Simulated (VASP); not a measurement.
# NaH (Pm-3m) in VASP: settings compared, part 2 of 2

VASP 6.6.1.

**3. Single point, PBE**

INCAR

```
SYSTEM = NaH
PREC = Accurate ; ENCUT = 500
EDIFF = 1E-6 ; ISMEAR = 0
SIGMA = 0.01 ; LREAL = .False.
LASPH = .True. ; NELM = 120
ALGO = Normal ; ISIF = 2
LWAVE = .False. ; LCHARG = .True.
GGA = PE ; LELF = .True.
LVHAR = .True. ; NBANDS = 11
GGA_COMPAT = .False.
```

KPOINTS

```
Automatic mesh
0
Gamma
  6 6 6
  0.5 0.5 0.5
```

POSCAR

```
NaH
1.0
    2.9323912064      0.0000000000      0.0000000000
    0.0000000000      2.9323912064      0.0000000000
    0.0000000000      0.0000000000      2.9323912064
Na H
1 1
Direct
    0.0000000000      0.0000000000      0.0000000000
    0.5000000000      0.5000000000      0.5000000000
```

Potentials or basis: VASP PAW PBE potentials, release 64 (Na_pv, H).

Run with:

```
$ cat potpaw_PBE.64/Na_pv/POTCAR potpaw_PBE.64/H/POTCAR > POTCAR
$ mpirun -np 1 vasp_std > vasp.out
```

OUTCAR:

```text
SYSTEM = NaH
   PREC = Accurate
   ENCUT = 500
   EDIFF = 1E-6
   ISMEAR = 0
   LREAL = .False.
   LASPH = .True.
   NELM = 120
   ISIF = 2
   GGA = PE

 ion  position               nearest neighbor table
   1  0.000  0.000  0.000-
   2  0.500  0.500  0.500-

  LATTYP: Found a simple cubic cell.
 ALAT       =     2.9323912064

  Lattice vectors:

 A1 = (   2.9323912064,   0.0000000000,   0.0000000000)
 A2 = (   0.0000000000,   2.9323912064,   0.0000000000)
 A3 = (   0.0000000000,   0.0000000000,   2.9323912064)

Analysis of symmetry for initial positions (statically):
=====================================================================
 Subroutine PRICEL returns:
 Original cell was already a primitive cell.

 Routine SETGRP: Setting up the symmetry group for a
 simple cubic supercell.

 Subroutine GETGRP returns: Found 48 space group operations
 (whereof 48 operations were pure point group operations)
 out of a pool of 48 trial point group operations.

The static configuration has the point symmetry O_h .

Analysis of symmetry for dynamics (positions and initial velocities):
=====================================================================
 Subroutine PRICEL returns:
 Original cell was already a primitive cell.

 Routine SETGRP: Setting up the symmetry group for a
 simple cubic supercell.

 Subroutine GETGRP returns: Found 48 space group operations
 (whereof 48 operations were pure point group operations)
 out of a pool of 48 trial point group operations.

The dynamic configuration has the point symmetry O_h .

 Subroutine INISYM returns: Found 48 space group operations
 (whereof 48 operations are pure point group operations),
 and found     1 'primitive' translations

----------------------------------------------------------------------------------------

                                     Primitive cell

  volume of cell :      25.2154
[... 99 lines left out ...]
   GGA     = PE    functional components
   LHFCALC =     F    Hartree Fock is set to
   AEXX    =    0.0000 exact exchange contribution
   IVDW    =     0    specifies the selected vdW correction
   LEPSILON=     F    determine dielectric tensor
   LRPA    =     F    only Hartree local field effects (RPA)
 non-spin polarized calculation
 Gauss-broadening in eV      SIGMA  =   0.01
  energy-cutoff  :      500.00
  volume of cell :       25.22
 maximum number of plane-waves:       656
 NGX is ok and might be reduce to    24
   NGX = 11   NGY = 11   NGZ = 11

 number of electron       8.0000014 magnetization

 Free energy of the ion-electron system (eV)
  ---------------------------------------------------
  ext. energy  EPLUGINS =         0.00000000
  ---------------------------------------------------
  free energy    TOTEN  =        -4.77242609 eV

  energy without entropy =       -4.77242609  energy(sigma->0) =       -4.77242609

 E-fermi :   0.9664     XC(G=0):  -8.2421

 val. band max:        0.8945475472   @ k =   0.4167   0.4167   0.4167
 cond. band min:       3.2085180407   @ k =   0.4167   0.0833   0.0833
 fundamental gap:      2.3139704935
 Fermi energy:         0.9664378473

 k-point     1 :       0.0833    0.0833    0.0833
  band No.  band energies     occupation
      1     -23.1489      2.00000
      2     -23.1452      2.00000
      3     -23.1452      2.00000
      4      -4.2786      2.00000
      5       9.1966      0.00000
      6      10.9225      0.00000
      7      10.9225      0.00000
      8      15.4953      0.00000
      9      16.2716      0.00000
     10      16.2716      0.00000
     11      24.3679      0.00000
[... 113 lines left out ...]
 k-point    10 :       0.4167    0.4167    0.4167
  band No.  band energies     occupation
      1     -23.2609      2.00000
      2     -23.2584      2.00000
      3     -23.2584      2.00000
      4       0.8945      2.00000
      5       7.4920      0.00000
      6       8.1482      0.00000
      7       8.1482      0.00000
      8      11.5241      0.00000
      9      11.5241      0.00000
     10      12.1566      0.00000
     11      18.9040      0.00000

------------------------ aborting loop because EDIFF is reached ----------------------------------------

  FORCE on cell =-STRESS in cart. coord.  units (eV):
  Direction    XX          YY          ZZ          XY          YZ          ZX
  --------------------------------------------------------------------------------------
  -------------------------------------------------------------------------------------
  Total        0.1099827      0.1099827      0.1099827     -0.0000000     -0.0000000     -0.0000000
  in kB        6.9882634      6.9882634      6.9882634     -0.0000000     -0.0000000     -0.0000000
  external PRESSURE =       6.9882634 kB  Pullay stress =       0.0000000 kB

 VOLUME and BASIS-vectors are now :
 -----------------------------------------------------------------------------
  energy-cutoff  :      500.00
  volume of cell :       25.22
      direct lattice vectors                 reciprocal lattice vectors
     2.932391206  0.000000000  0.000000000     0.341018619  0.000000000  0.000000000
     0.000000000  2.932391206  0.000000000     0.000000000  0.341018619  0.000000000
     0.000000000  0.000000000  2.932391206     0.000000000  0.000000000  0.341018619

 POSITION                                       TOTAL-FORCE (eV/Angst)
 -----------------------------------------------------------------------------------
      0.00000      0.00000      0.00000         0.000000      0.000000      0.000000
      1.46620      1.46620      1.46620         0.000000      0.000000      0.000000
 -----------------------------------------------------------------------------------
    total drift:                                0.000000      0.000000      0.000000

  FREE ENERGIE OF THE ION-ELECTRON SYSTEM (eV)
  ---------------------------------------------------
  free  energy   TOTEN  =        -4.7724260880 eV

  energy  without entropy=       -4.7724260880  energy(sigma->0) =       -4.77242609
```

OSZICAR:

```text
N       E                     dE             d eps       ncg     rms          rms(c)
DAV:   1     0.349499679878E+02    0.34950E+02   -0.45624E+03   226   0.786E+02
DAV:   2    -0.409192279614E+01   -0.39042E+02   -0.38550E+02   235   0.188E+02
DAV:   3    -0.523124517996E+01   -0.11393E+01   -0.11384E+01   258   0.312E+01
DAV:   4    -0.523646098733E+01   -0.52158E-02   -0.52156E-02   241   0.208E+00
DAV:   5    -0.523650075731E+01   -0.39770E-04   -0.39769E-04   256   0.181E-01    0.312E+00
DAV:   6    -0.488212929337E+01    0.35437E+00   -0.33978E-01   258   0.324E+00    0.148E+00
DAV:   7    -0.477015217596E+01    0.11198E+00   -0.37645E-01   265   0.252E+00    0.377E-01
DAV:   8    -0.477271847025E+01   -0.25663E-02   -0.92234E-03   238   0.109E+00    0.767E-02
DAV:   9    -0.477245001404E+01    0.26846E-03   -0.18448E-03   262   0.429E-01    0.295E-02
DAV:  10    -0.477242521817E+01    0.24796E-04   -0.11464E-04   238   0.591E-02    0.291E-03
DAV:  11    -0.477242608798E+01   -0.86981E-06   -0.11929E-06   253   0.749E-03
   1 F= -.47724261E+01 E0= -.47724261E+01  d E =-.749528E-26
```

stdout:

```text
POSCAR found type information on POSCAR NaH
 POSCAR found :  2 types and       2 ions
 scaLAPACK will be used
 LDA part: xc-table for (Slater+PW92), standard interpolation
 POSCAR, INCAR and KPOINTS ok, starting setup
 FFT: planning ... GRIDC
 FFT: planning ... GRID_SOFT
 FFT: planning ... GRID
 WAVECAR not read
 entering main loop
```

Run time: 7 s. Hardware: 1 thread of Intel Xeon 8259CL, shared host; peak memory 0.13 GiB.

What came out:

```yaml
Free_energy: -4.7724 eV
Pressure: 0.7 GPa
Band_gap_on_the_k_mesh: 2.31 eV, indirect (least direct gap 5.39 eV)
```

Levels at points of the mesh, in eV from the valence-band top:
```
           k point  band 1  band 2  band 3  band 4  band 5  band 6  band 7  band 8
(0.08, 0.08, 0.08)  -24.04  -24.04  -24.04   -5.17    8.30   10.03   10.03   14.60
```

A k mesh can miss the band edges. As with any semilocal functional, this PBE gap is likely too small.

**4. Single point, PBE**

INCAR

```
ALGO     = Normal         # electronic algorithm
EDIFF    = 1E-6           # SCF threshold, eV
ENCUT    = 500            # plane-wave cutoff, eV
GGA      = PE             # functional
GGA_COMPAT= False        
ISIF     = 2              # what is computed and relaxed
ISMEAR   = -1             # smearing method
LASPH    = True           # aspherical terms in the spheres
LCHARG   = False          # write CHGCAR
LREAL    = False          # projectors in reciprocal space
LWAVE    = False          # write WAVECAR
NBANDS   = 11             # bands
NELM     = 120            # most SCF steps
PREC     = Accurate       # precision mode
SIGMA    = 0.05           # smearing width, eV
```

KPOINTS

```
k-points
0
Gamma
  6 6 6
```

POSCAR is that of step 3.

Run with:

```
$ cat potpaw_PBE.64/Na_pv/POTCAR potpaw_PBE.64/H/POTCAR > POTCAR
$ mpirun -np 1 vasp_std > vasp.out
```

Run time: 6.8 s. Hardware: 1 thread of Intel Xeon 8259CL, shared host; peak memory 0.13 GiB.

It converged, with:

| Quantity | Value |
| --- | --- |
| Free energy | -4.7683 eV |
| Pressure | 0.7 GPa |
| Band gap on the k mesh | 1.03 eV, indirect (least direct gap 4.50 eV) |

Levels at points of the mesh, in eV from the valence-band top:
| k point | band 2 | band 3 | band 4 | band 5 | band 6 | band 7 |
| --- | --- | --- | --- | --- | --- | --- |
| (0.00, 0.00, 0.00) | -24.57 | -24.57 | -6.03 | 8.84 | 11.05 | 11.05 |
| (0.50, 0.00, 0.00) | -24.55 | -24.55 | -3.47 | 1.03 | 11.08 | 14.34 |
| (0.50, 0.50, 0.00) | -24.73 | -24.54 | -1.78 | 4.31 | 4.31 | 6.93 |
| (0.50, 0.50, 0.50) | -24.70 | -24.70 | 0.00 | 6.93 | 6.93 | 6.93 |

**5. Single point, PBE**

INCAR

```
ALGO     = Normal         # electronic algorithm
EDIFF    = 1E-6           # SCF threshold, eV
ENCUT    = 500            # plane-wave cutoff, eV
GGA      = PE             # functional
GGA_COMPAT= False        
ISIF     = 2              # what is computed and relaxed
ISMEAR   = 0              # smearing method
ISYM     = 0            
LASPH    = True           # aspherical terms in the spheres
LCHARG   = True           # write CHGCAR
LELF     = True           # ELF
LREAL    = False          # projectors in reciprocal space
LVHAR    = True         
LWAVE    = False          # write WAVECAR
NBANDS   = 11             # bands
NELM     = 120            # most SCF steps
PREC     = Accurate       # precision mode
SIGMA    = 0.01           # smearing width, eV
```

KPOINTS is that of step 4.

POSCAR is that of step 4.

Potentials or basis: VASP PAW PBE potentials, release 64 (Na_pv, H).

Run with:

```
$ cat potpaw_PBE.64/Na_pv/POTCAR potpaw_PBE.64/H/POTCAR > POTCAR
$ mpirun -np 1 vasp_std > vasp.out
```

OUTCAR:

```text
EDIFF = 1E-6
   ENCUT = 500
   GGA = PE
   ISIF = 2
   ISMEAR = 0
   ISYM = 0
   LASPH = True
   LREAL = False
   NELM = 120
   PREC = Accurate

 ion  position               nearest neighbor table
   1  0.000  0.000  0.000-
   2  0.500  0.500  0.500-

IMPORTANT INFORMATION: All symmetrisations will be switched off!
NOSYMM: (Re-)initialisation of all symmetry stuff for point group C_1.

----------------------------------------------------------------------------------------

                                     Primitive cell

  volume of cell :      25.2154

  direct lattice vectors                    reciprocal lattice vectors
     2.932391206  0.000000000  0.000000000     0.341018619  0.000000000  0.000000000
     0.000000000  2.932391206  0.000000000     0.000000000  0.341018619  0.000000000
     0.000000000  0.000000000  2.932391206     0.000000000  0.000000000  0.341018619

  length of vectors
     2.932391206  2.932391206  2.932391206     0.341018619  0.341018619  0.341018619

  position of ions in fractional coordinates (direct lattice)
[... 138 lines left out ...]
      2     -23.1413      2.00000
      3     -23.1413      2.00000
      4      -4.6036      2.00000
      5      10.2720      0.00000
      6      12.4807      0.00000
      7      12.4807      0.00000
      8      14.0849      0.00000
      9      14.0849      0.00000
     10      14.0849      0.00000
     11      27.4169      0.00000
[... 309 lines left out ...]
 k-point    24 :      -0.1667    0.0000    0.3333
  band No.  band energies     occupation
      1     -23.2772      2.00000
      2     -23.1736      2.00000
      3     -23.1249      2.00000
      4      -2.6205      2.00000
      5       4.6660      0.00000
      6       9.4980      0.00000
      7      13.3572      0.00000
      8      15.7230      0.00000
      9      16.8291      0.00000
     10      19.5554      0.00000
     11      21.2972      0.00000

 [... further k-points ...]

------------------------ aborting loop because EDIFF is reached ----------------------------------------

  FORCE on cell =-STRESS in cart. coord.  units (eV):
  Direction    XX          YY          ZZ          XY          YZ          ZX
  --------------------------------------------------------------------------------------
  -------------------------------------------------------------------------------------
  Total        0.1139393      0.1139412      0.1139548      0.0000013     -0.0000001      0.0000011
  in kB        7.2396621      7.2397853      7.2406476      0.0000822     -0.0000035      0.0000687
  external PRESSURE =       7.2400316 kB  Pullay stress =       0.0000000 kB

 VOLUME and BASIS-vectors are now :
 -----------------------------------------------------------------------------
  energy-cutoff  :      500.00
  volume of cell :       25.22
      direct lattice vectors                 reciprocal lattice vectors
     2.932391206  0.000000000  0.000000000     0.341018619  0.000000000  0.000000000
     0.000000000  2.932391206  0.000000000     0.000000000  0.341018619  0.000000000
     0.000000000  0.000000000  2.932391206     0.000000000  0.000000000  0.341018619

 POSITION                                       TOTAL-FORCE (eV/Angst)
 -----------------------------------------------------------------------------------
      0.00000      0.00000      0.00000         0.000000      0.000000      0.000000
      1.46620      1.46620      1.46620        -0.000000     -0.000000     -0.000000
 -----------------------------------------------------------------------------------
    total drift:                                0.000000     -0.000000     -0.000001

  FREE ENERGIE OF THE ION-ELECTRON SYSTEM (eV)
  ---------------------------------------------------
  free  energy   TOTEN  =        -4.7682874215 eV

  energy  without entropy=       -4.7682874215  energy(sigma->0) =       -4.76828742
```

OSZICAR:

```text
N       E                     dE             d eps       ncg     rms          rms(c)
DAV:   1     0.390349858721E+02    0.39035E+02   -0.45185E+03  2500   0.749E+02
DAV:   2    -0.391176583538E+01   -0.42947E+02   -0.41809E+02  2541   0.200E+02
DAV:   3    -0.522741824012E+01   -0.13157E+01   -0.13140E+01  2973   0.330E+01
DAV:   4    -0.523518029537E+01   -0.77621E-02   -0.77615E-02  2824   0.252E+00
DAV:   5    -0.523524093930E+01   -0.60644E-04   -0.60643E-04  2839   0.228E-01    0.313E+00
DAV:   6    -0.487935336401E+01    0.35589E+00   -0.34388E-01  2728   0.324E+00    0.148E+00
DAV:   7    -0.476598361609E+01    0.11337E+00   -0.38137E-01  2659   0.253E+00    0.378E-01
DAV:   8    -0.476855785391E+01   -0.25742E-02   -0.88695E-03  2662   0.108E+00    0.733E-02
DAV:   9    -0.476830544746E+01    0.25241E-03   -0.16640E-03  2854   0.422E-01    0.279E-02
DAV:  10    -0.476828660271E+01    0.18845E-04   -0.99050E-05  2730   0.567E-02    0.282E-03
DAV:  11    -0.476828742151E+01   -0.81880E-06   -0.13890E-06  2800   0.767E-03
   1 F= -.47682874E+01 E0= -.47682874E+01  d E =-.192866E-21
```

It took 25 s on 1 thread of Intel Xeon 8259CL, shared host; peak memory 0.15 GiB.

What came out:

```
Free energy            : -4.7683 eV
Pressure               : 0.7 GPa
Band gap on the k mesh : 1.03 eV, indirect (least direct gap 4.50 eV)
```

A k mesh can miss the band edges. A hybrid or GW would open this gap; PBE tends to underestimate it.

**6. The runs side by side**

```tsv
level	potentials or basis	k mesh	smearing	gap on the mesh (eV)	pressure (GPa)
LDA	VASP PAW LDA potentials, release 64 (Na_pv, H)	4 × 4 × 4	gaussian 0.01 eV	0.53	-1.5
PBE	VASP PAW PBE potentials, release 64 (Na_pv, H)	6 × 6 × 6, shifted	gaussian 0.01 eV	2.31	0.7
PBE	VASP PAW PBE potentials, release 64 (Na_pv, H)	6 × 6 × 6	fermi-dirac 0.05 eV	1.03	0.7
PBE	VASP PAW PBE potentials, release 64 (Na_pv, H)	6 × 6 × 6	gaussian 0.01 eV	1.03	0.7
```

Alike in all rows: task single point; no spin polarisation; cell as given; cutoff (eV) 500.

Caveats: some runs use coarse meshes.

Absolute energies hang on the potentials; compare differences alone.
